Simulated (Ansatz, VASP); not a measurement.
Two plane-wave programs on Ge

```
Ge
1.0
    -1.68853    1.68853    1.68853
     1.68853   -1.68853    1.68853
     1.68853    1.68853   -1.68853
Ge
1
Direct
  0.00000 0.00000 0.00000
```

Alike in both runs: functional PBE; k mesh 19 × 19 × 19; occupations fermi-dirac, width 0.05 eV; no spin polarisation.

Ansatz relaxed the structure, and its values are those at the end. VASP's run is a single point on that final structure, the one shown.

|  | VASP | Ansatz |
| --- | --- | --- |
| version | VASP 6.6.1 | Ansatz 0.2.0 |
| potentials or method | VASP PAW PBE potentials, release 64 (Ge_d) | PAW with Ansatz's default frozen-core files, scalar-relativistic |
| plane-wave cutoff (eV) | 520 | 420 |
| valence electrons in the cell | 14 | 14 |

Ansatz gave:

* pressure (GPa): 0.0

Estimate VASP's values.

pressure (GPa): -0.1.
